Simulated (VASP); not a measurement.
# Zr (Fm-3m) in VASP: single point with PBE

Aim: the single point of Zr with PBE.

All numbers are computed with VASP 6.6.1; they aren't measurements. Logs are shortened: lines on timing, memory, paths and dates and some standing lists are left out, and cuts for length are marked.

**1. The cell of the first run**

Symmetry: Fm-3m, No. 225, cubic system. The conventional cell has a = 4.520 Å, b = 4.520 Å, c = 4.520 Å, α = 90.00°, β = 90.00°, γ = 90.00°. Within 4.2 Å of Zr (site symmetry m-3m) lie 12 Zr at 3.20 Å.

**2. Single point, PBE**

INCAR reads:

```
SYSTEM = Zr
PREC = Accurate
ENCUT = 500
EDIFF = 1E-6
ISMEAR = -1
SIGMA = 0.5
LREAL = .False.
LASPH = .True.
NELM = 120
ALGO = Normal
ISIF = 2
LWAVE = .False.
LCHARG = .False.
GGA = PE
NBANDS = 12
GGA_COMPAT = .False.
```

KPOINTS reads:

```
regular mesh
0
Gamma
  2 2 2
  0 0 0
```

POSCAR reads:

```
Zr
1.0
    0.0000000000      2.2600000000      2.2600000000
    2.2600000000      0.0000000000      2.2600000000
    2.2600000000      2.2600000000      0.0000000000
Zr
1
Direct
    0.0000000000      0.0000000000      0.0000000000
```

Potentials or basis: VASP PAW PBE potentials, release 64 (Zr_sv).

Launch:

```sh
> cat potpaw_PBE.64/Zr_sv/POTCAR > POTCAR
> mpirun -np 1 vasp_std > vasp.out
```

OUTCAR:

```text
SYSTEM = Zr
   PREC = Accurate
   ENCUT = 500
   EDIFF = 1E-6
   ISMEAR = -1
   LREAL = .False.
   LASPH = .True.
   NELM = 120
   ISIF = 2
   GGA = PE

 ion  position               nearest neighbor table
   1  0.000  0.000  0.000-

  LATTYP: Found a face centered cubic cell.
 ALAT       =     4.5200000000

  Lattice vectors:

 A1 = (   0.0000000000,   2.2600000000,   2.2600000000)
 A2 = (   2.2600000000,   0.0000000000,   2.2600000000)
 A3 = (   2.2600000000,   2.2600000000,   0.0000000000)

Analysis of symmetry for initial positions (statically):
=====================================================================
 Subroutine PRICEL returns:
 Original cell was already a primitive cell.

 Routine SETGRP: Setting up the symmetry group for a
 face centered cubic supercell.

 Subroutine GETGRP returns: Found 48 space group operations
 (whereof 48 operations were pure point group operations)
 out of a pool of 48 trial point group operations.

The static configuration has the point symmetry O_h .

Analysis of symmetry for dynamics (positions and initial velocities):
=====================================================================
 Subroutine PRICEL returns:
 Original cell was already a primitive cell.

 Routine SETGRP: Setting up the symmetry group for a
 face centered cubic supercell.

 Subroutine GETGRP returns: Found 48 space group operations
 (whereof 48 operations were pure point group operations)
 out of a pool of 48 trial point group operations.

The dynamic configuration has the point symmetry O_h .

 Subroutine INISYM returns: Found 48 space group operations
 (whereof 48 operations are pure point group operations),
 and found     1 'primitive' translations

----------------------------------------------------------------------------------------

                                     Primitive cell

  volume of cell :      23.0864

  direct lattice vectors                    reciprocal lattice vectors
     0.000000000  2.260000000  2.260000000    -0.221238938  0.221238938  0.221238938
     2.260000000  0.000000000  2.260000000     0.221238938 -0.221238938  0.221238938
     2.260000000  2.260000000  0.000000000     0.221238938  0.221238938 -0.221238938

  length of vectors
     3.196122651  3.196122651  3.196122651     0.383197081  0.383197081  0.383197081

  position of ions in fractional coordinates (direct lattice)
     0.000000000  0.000000000  0.000000000

  ion indices of the primitive-cell ions
   primitive index   ion index
                 1           1

----------------------------------------------------------------------------------------

 KPOINTS: regular mesh

Automatic generation of k-mesh.
 Grid dimensions read from file:
 generate k-points for:    2    2    2

 Generating k-lattice:

  Cartesian coordinates                     Fractional coordinates (reciprocal lattice)
    -0.110619469  0.110619469  0.110619469     0.500000000  0.000000000  0.000000000
     0.110619469 -0.110619469  0.110619469     0.000000000  0.500000000  0.000000000
     0.110619469  0.110619469 -0.110619469     0.000000000  0.000000000  0.500000000

  Length of vectors
     0.191598541  0.191598541  0.191598541

  Shift w.r.t. Gamma in fractional coordinates (k-lattice)
     0.000000000  0.000000000  0.000000000

 Subroutine IBZKPT returns following result:
 ===========================================

 Found      3 irreducible k-points:

 Following reciprocal coordinates:
            Coordinates               Weight
  0.000000  0.000000  0.000000      1.000000
  0.500000  0.000000  0.000000      4.000000
  0.500000  0.500000  0.000000      3.000000
   k-points           NKPTS =      3   k-points in BZ     NKDIM =      3   number of bands    NBANDS=     12
   number of dos      NEDOS =    301   number of ions     NIONS =      1
   total plane-waves  NPLWV =  13824
   dimension x,y,z NGX =    24 NGY =   24 NGZ =   24
   dimension x,y,z NGXF=    48 NGYF=   48 NGZF=   48
   ions per type =               1
   NGX,Y,Z   is equivalent  to a cutoff of  12.48, 12.48, 12.48 a.u.
   NGXF,Y,Z  is equivalent  to a cutoff of  24.97, 24.97, 24.97 a.u.
 SYSTEM =  Zr
   PREC   = accura    normal or accurate (medium, high low for compatibility)
   ISTART =      0    job   : 0-new  1-cont  2-samecut
   ICHARG =      2    charge: 1-file 2-atom 10-const
   ISPIN  =      1    spin polarized calculation?
   LNONCOLLINEAR =      F non collinear calculations
   LSORBIT =      F    spin-orbit coupling
   LASPH  =      T    aspherical Exc in radial PAW
   ENCUT  =  500.0 eV  36.75 Ry    6.06 a.u.   5.83  5.83  5.83*2*pi/ulx,y,z
   NELM   =    120;   NELMIN=  2; NELMDL= -5     # of ELM steps
   EDIFF  = 0.1E-05   stopping-criterion for ELM
   LREAL  =      F    real-space projection
   EDIFFG = 0.1E-04   stopping-criterion for IOM
   NSW    =      0    number of steps for IOM
   IBRION =     -1    ionic relax: 0-MD 1-quasi-New 2-CG
   NFREE  =      0    steps in history (QN), initial steepest desc. (CG)
   ISIF   =      2    stress and relaxation
   ISYM   =      2    0-nonsym 1-usesym 2-fastsym
   POTIM  = 0.5000    time-step for ionic-motion
   TEBEG  =    0.0;   TEEND  =   0.0 temperature during run
   PSTRESS=    0.0 pullay stress
   NELECT =      12.0000    total number of electrons
   NUPDOWN=      -1.0000    fix difference up-down
   EMIN   =  10.00;   EMAX   =-10.00  energy-range for DOS
   EFERMI =   0.00;   METHOD = LEGACY
   ISMEAR =    -1;   SIGMA  =   0.50  broadening in eV -4-tet -1-fermi 0-gaus
   EFERMI_NEDOS =   21; number of points for ismear=-14 and -15
   IALGO  =     38    algorithm
   IMIX   =      4    mixing-type and parameters
     AMIX     =   0.40;   BMIX     =  1.00
     AMIX_MAG =   1.60;   BMIX_MAG =  1.00
  volume/ion in A,a.u.               =      23.09       155.79
  Fermi-wavevector in a.u.,A,eV,Ry     =   1.316286  2.487419 23.573561  1.732608
  Thomas-Fermi vector in A             =   2.446408
   LORBIT       =      0    0 simple, 1 ext, 2 COOP (PROOUT), +10 PAW based schemes
   GGA     = PE    functional components
   LHFCALC =     F    Hartree Fock is set to
   AEXX    =    0.0000 exact exchange contribution
   IVDW    =     0    specifies the selected vdW correction
   LEPSILON=     F    determine dielectric tensor
   LRPA    =     F    only Hartree local field effects (RPA)
 non-spin polarized calculation
  energy-cutoff  :      500.00
  volume of cell :       23.09
 maximum number of plane-waves:       588
 NGX is ok and might be reduce to    24
   NGX = 11   NGY = 11   NGZ = 11

 number of electron      12.0000000 magnetization

 Free energy of the ion-electron system (eV)
  ---------------------------------------------------
  ext. energy  EPLUGINS =         0.00000000
  ---------------------------------------------------
  free energy    TOTEN  =       -10.10353203 eV

  energy without entropy =       -8.88209897  energy(sigma->0) =       -9.49281550

 E-fermi :   9.6678     XC(G=0): -11.0655

 val. band max:        6.8996840641   @ k =   0.5000   0.5000   0.0000
 cond. band min:       9.9200538802   @ k =   0.5000   0.0000   0.0000
 fundamental gap:      3.0203698161
 Fermi energy:         9.6678386981

 k-point     1 :       0.0000    0.0000    0.0000
  band No.  band energies     occupation
      1     -39.3863      2.00000
      2     -16.9121      2.00000
      3     -16.9121      2.00000
      4     -16.9121      2.00000
      5       3.4452      1.99999
      6      10.1215      0.57506
      7      10.1215      0.57506
      8      10.1215      0.57506
      9      12.5781      0.00591
     10      12.5781      0.00591
     11      19.5656      0.00000
     12      23.7012      0.00000

 k-point     2 :       0.5000    0.0000    0.0000
  band No.  band energies     occupation
      1     -39.2381      2.00000
      2     -17.9197      2.00000
      3     -17.0419      2.00000
      4     -17.0419      2.00000
      5       6.1154      1.99836
      6       9.9201      0.75300
      7       9.9201      0.75300
      8      10.1449      0.55610
      9      14.4165      0.00015
     10      14.4165      0.00015
     11      18.7816      0.00000
     12      19.2737      0.00000

 k-point     3 :       0.5000    0.5000    0.0000
  band No.  band energies     occupation
      1     -39.1897      2.00000
      2     -17.8511      2.00000
      3     -17.2685      2.00000
      4     -17.2685      2.00000
      5       6.0281      1.99862
      6       6.8997      1.99215
      7      12.0898      0.01563
      8      14.4120      0.00015
      9      14.9491      0.00005
     10      14.9491      0.00005
     11      18.8670      0.00000
     12      18.8670      0.00000

------------------------ aborting loop because EDIFF is reached ----------------------------------------

  FORCE on cell =-STRESS in cart. coord.  units (eV):
  Direction    XX          YY          ZZ          XY          YZ          ZX
  --------------------------------------------------------------------------------------
  -------------------------------------------------------------------------------------
  Total       -2.1736977     -2.1736977     -2.1736977      0.0000000      0.0000000      0.0000000
  in kB     -150.8531623   -150.8531623   -150.8531623      0.0000000      0.0000000      0.0000000
  external PRESSURE =    -150.8531623 kB  Pullay stress =       0.0000000 kB

 VOLUME and BASIS-vectors are now :
 -----------------------------------------------------------------------------
  energy-cutoff  :      500.00
  volume of cell :       23.09
      direct lattice vectors                 reciprocal lattice vectors
     0.000000000  2.260000000  2.260000000    -0.221238938  0.221238938  0.221238938
     2.260000000  0.000000000  2.260000000     0.221238938 -0.221238938  0.221238938
     2.260000000  2.260000000  0.000000000     0.221238938  0.221238938 -0.221238938

 POSITION                                       TOTAL-FORCE (eV/Angst)
 -----------------------------------------------------------------------------------
      0.00000      0.00000      0.00000         0.000000     -0.000000      0.000000
 -----------------------------------------------------------------------------------
    total drift:                                0.000000      0.000000     -0.000000

  FREE ENERGIE OF THE ION-ELECTRON SYSTEM (eV)
  ---------------------------------------------------
  free  energy   TOTEN  =       -10.1035320293 eV

  energy  without entropy=       -8.8820989745  energy(sigma->0) =       -9.49281550
```

Run time: 1.6 s. Hardware: 1 thread of Intel Xeon 6975P-C (Granite Rapids), shared host; peak memory 0.12 GiB.

Results:

```yaml
Free_energy: -10.1035 eV
Pressure: -15.1 GPa
Band_gap_on_the_k_mesh: zero (band 6 reaches 10.12 eV, above the bottom of band 7 at 9.92 eV)
```

Levels at points of the mesh, in eV from the Fermi level:
| k point | band 3 | band 4 | band 5 | band 6 | band 7 | band 8 |
| --- | --- | --- | --- | --- | --- | --- |
| (0.00, 0.00, 0.00) | -26.58 | -26.58 | -6.22 | 0.45 | 0.45 | 0.45 |
| (0.50, 0.00, 0.00) | -26.71 | -26.71 | -3.55 | 0.25 | 0.25 | 0.48 |
| (0.50, 0.50, 0.00) | -26.94 | -26.94 | -3.64 | -2.77 | 2.42 | 4.74 |

Caveat: the k points lie up to 1.20 Å⁻¹ apart.
